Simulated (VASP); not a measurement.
Input of a VASP 6.6.1 run:

File INCAR:

```
AGGAC = 1.0 ; AGGAX = 1.0
ALDAC = 0.0 ; ALDAX = 1.0
ALGO = Normal ; EDIFF = 1E-6
ENCUT = 520 ; GGA = B5
ISIF = 2 ; ISMEAR = -1
LASPH = True ; LCHARG = False
LREAL = False ; LWAVE = False
NBANDS = 27 ; NELM = 100
PREC = Accurate ; SIGMA = 0.05
```

KPOINTS

```
k-points
0
Gamma
  7 7 7
```

POSCAR

```
KTaO3
1.0
    3.9883000000      0.0000000000      0.0000000000
    0.0000000000      3.9883000000      0.0000000000
    0.0000000000      0.0000000000      3.9883000000
Ta K O
1 1 3
Direct
    0.0000000000      0.0000000000      0.0000000000
    0.5000000000      0.5000000000      0.5000000000
    0.0000000000      0.0000000000      0.5000000000
    0.0000000000      0.5000000000      0.0000000000
    0.5000000000      0.0000000000      0.0000000000
```

Potentials or basis: VASP PAW PBE potentials, release 64 (Ta_pv, K_sv, O).

The run is started by

```console
$ cat potpaw_PBE.64/Ta_pv/POTCAR potpaw_PBE.64/K_sv/POTCAR potpaw_PBE.64/O/POTCAR > POTCAR
$ mpirun -np 1 vasp_std > vasp.out
```

Problem. Estimate the pressure.

Solution. 11.6 GPa.

Problem. Estimate the band gap on the k mesh.

Solution. 2.28 eV (least direct gap 2.84 eV).

Caveat: the cell stands under pressure; the PAW data sets were made with another functional, which shifts forces and pressure a little; spin-orbit coupling is left out, which moves the levels of the heavy elements; an odd mesh through Γ misses points on the zone boundary, where band edges can lie.
